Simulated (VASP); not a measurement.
A run of VASP 6.6.1:

The input INCAR:

```
PREC = Accurate
ENCUT = 520
EDIFF = 1E-7
ISMEAR = 0
SIGMA = 0.15
LREAL = F
LASPH = T
NELM = 150
ALGO = Normal
ISIF = 2
LWAVE = F
LCHARG = T
ISPIN = 2
MAGMOM = 1 0 0 0 0 0
LORBIT = 11
LMAXMIX = 4
GGA = PE
LELF = T
LVHAR = T
NBANDS = 36
```

KPOINTS

```
Automatic mesh
0
Gamma
  3 3 3
```

File POSCAR:

```
TiPdSe4
1.0
    0.0000000000      4.7668758713      4.7668758713
    4.7668758713      0.0000000000      4.7668758713
    4.7668758713      4.7668758713      0.0000000000
Ti Pd Se
1 1 4
Direct
    0.0000000000      0.0000000000      0.0000000000
    0.7500000000      0.7500000000      0.7500000000
    0.1414281747      0.1414281747      0.1414281747
    0.1414281747      0.1414281747      0.5757154759
    0.1414281747      0.5757154759      0.1414281747
    0.5757154759      0.1414281747      0.1414281747
```

Potentials or basis: VASP PAW PBE potentials, release 64 (Ti_sv, Pd, Se).

The run is started by

```console
$ cat potpaw_PBE.64/Ti_sv/POTCAR potpaw_PBE.64/Pd/POTCAR potpaw_PBE.64/Se/POTCAR > POTCAR
$ mpirun -np 1 vasp_std > vasp.out
```

Hardware: 1 thread of Intel(R) Xeon(R) 6975P-C (Granite Rapids), with other jobs on the host.

Q: Estimate the wall time of this run.

A: It took 80 s on 1 thread of Intel(R) Xeon(R) 6975P-C (Granite Rapids), on a shared host, peak memory 0.45 GiB. Counts: scf iterations 19, k points 4.
